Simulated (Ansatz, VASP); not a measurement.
## One calculation of ReP, two programs

The input INCAR:

```
PREC = Accurate ; ENCUT = 520
EDIFF = 1E-7 ; ISMEAR = 0
SIGMA = 0.05 ; LREAL = False
LASPH = True ; NELM = 100
ALGO = Normal ; ISIF = 2
LWAVE = False ; LCHARG = True
GGA = PS ; LELF = True
LVHAR = True ; NBANDS = 13
```

File KPOINTS:

```
Automatic mesh
0
Gamma
  12 12 12
```

File POSCAR:

```
ReP
1.0
    0.0000000000      2.6470859634      2.6470859634
    2.6470859634      0.0000000000      2.6470859634
    2.6470859634      2.6470859634      0.0000000000
Re P
1 1
Direct
    0.0000000000      0.0000000000      0.0000000000
    0.2500000000      0.2500000000      0.2500000000
```

Input for Ansatz:

```yaml
crystal:
  lattice:
    - [0.0, 2.6470859634, 2.6470859634]
    - [2.6470859634, 0.0, 2.6470859634]
    - [2.6470859634, 2.6470859634, 0.0]
  atoms:
    - { symbol: Re, position: [0.0, 0.0, 0.0] }
    - { symbol: P, position: [0.25, 0.25, 0.25] }
basis:
  ecutwfc: 420
  ecutrho_ratio: 4
kpoints:
  mp_grid: { grid: [12, 12, 12] }
hamiltonian:
  xc: pbesol
scf:
  occupations: { method: gaussian, width: 0.05 }
output:
  forces: true
  stress: true
  eigenvalues: true
```

Alike in both runs: task single point; functional PBEsol; k mesh 12 × 12 × 12; occupations gaussian, width 0.05 eV; no spin polarisation.

|  | VASP | Ansatz |
| --- | --- | --- |
| version | VASP 6.6.1 | Ansatz 0.2.0 |
| potentials or method | VASP PAW PBE potentials, release 64 (Re, P), cutoff 520 eV | scalar-relativistic, plane waves, PAW |
| valence electrons in the cell | 12 | 20 |

```csv
,VASP,Ansatz,Ansatz less VASP
gap on the k mesh at the Fermi level (eV),none,none,-
pressure (GPa),-2.3,-3.4,-1.06
```

VASP's potentials were made for PBE, not for PBEsol. A gap of «none» marks a metal or a gap that the smearing closes. VASP's potentials hold 12 valence electrons a cell and Ansatz's 20, so a difference there can come from the potentials and not from the codes.

Neither program's run includes spin-orbit coupling.
